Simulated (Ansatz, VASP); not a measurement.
## AlO2: VASP beside Ansatz

Contents of INCAR:

```
PREC = Accurate ; ENCUT = 520
EDIFF = 1E-6 ; ISMEAR = -1
SIGMA = 0.05 ; LREAL = False
LASPH = True ; NELM = 60
ALGO = Normal ; ISIF = 2
LWAVE = False ; LCHARG = False
GGA = RE ; NBANDS = 24
```

File KPOINTS:

```
Automatic mesh
0
Gamma
  9 9 7
```

The input POSCAR:

```
AlO2
1.0
    1.4881620000     -5.4028330000      0.0000000000
    1.4881620000      5.4028330000      0.0000000000
    0.0000000000      0.0000000000      3.6466120000
Al O
2 4
Direct
    0.6681330000      0.3318670000      0.7500000000
    0.3318670000      0.6681330000      0.2500000000
    0.0610720000      0.9389280000      0.7500000000
    0.9389280000      0.0610720000      0.2500000000
    0.2941840000      0.7058160000      0.7500000000
    0.7058160000      0.2941840000      0.2500000000
```

File input.yaml:

```yaml
crystal:
  lattice:
    - [1.488162, -5.402833, 0.0]
    - [1.488162, 5.402833, 0.0]
    - [0.0, 0.0, 3.646612]
  atoms:
    - { symbol: Al, position: [0.668133, 0.331867, 0.75] }
    - { symbol: Al, position: [0.331867, 0.668133, 0.25] }
    - { symbol: O, position: [0.061072, 0.938928, 0.75] }
    - { symbol: O, position: [0.938928, 0.061072, 0.25] }
    - { symbol: O, position: [0.294184, 0.705816, 0.75] }
    - { symbol: O, position: [0.705816, 0.294184, 0.25] }
hamiltonian:
  xc: revpbe
  pseudopotentials: { kind: paw }
kpoints:
  mp_grid: { grid: [9, 9, 7] }
scf:
  occupations: { method: fermi_dirac, width: 0.05 }
  n_extra_bands: 15
output:
  forces: true
  stress: true
  eigenvalues: true
  dos: { projected: true, de: 0.05, nscf_kmesh: { grid: [14, 14, 11] } }
```

Alike in both runs: functional revPBE; k mesh 9 × 9 × 7; occupations fermi-dirac, width 0.05 eV; no spin polarisation.

|  | VASP | Ansatz |
| --- | --- | --- |
| version | VASP 6.6.1 | Ansatz 0.2.0 |
| potentials or method | VASP PAW PBE potentials, release 64 (Al, O) | Ansatz PAW |
| plane-wave cutoff (eV) | 520 | 420 |
| valence electrons in the cell | 30 | 30 |
| task | single point | projected density of states |

Ansatz gave:

| Item | Value |
| --- | --- |
| gap on the k mesh at the Fermi level (eV) | none |
| pressure (GPa) | 2.3 |
| traceless stress, the component that is largest in VASP (GPa) | 1.68 |
| rms of the force components (eV/Å) | 0.267 |

Q: Which values does VASP return?

A: gap on the k mesh at the Fermi level (eV): none; pressure (GPa): 1.9; traceless stress, the component that is largest in VASP (GPa): 1.52; rms of the force components (eV/Å): 0.262.

VASP's potentials were made for PBE, not for revPBE. Atom by atom the forces differ by 0.007 eV/Å (rms over components). A gap of «none» marks a metal or a gap that the smearing closes.
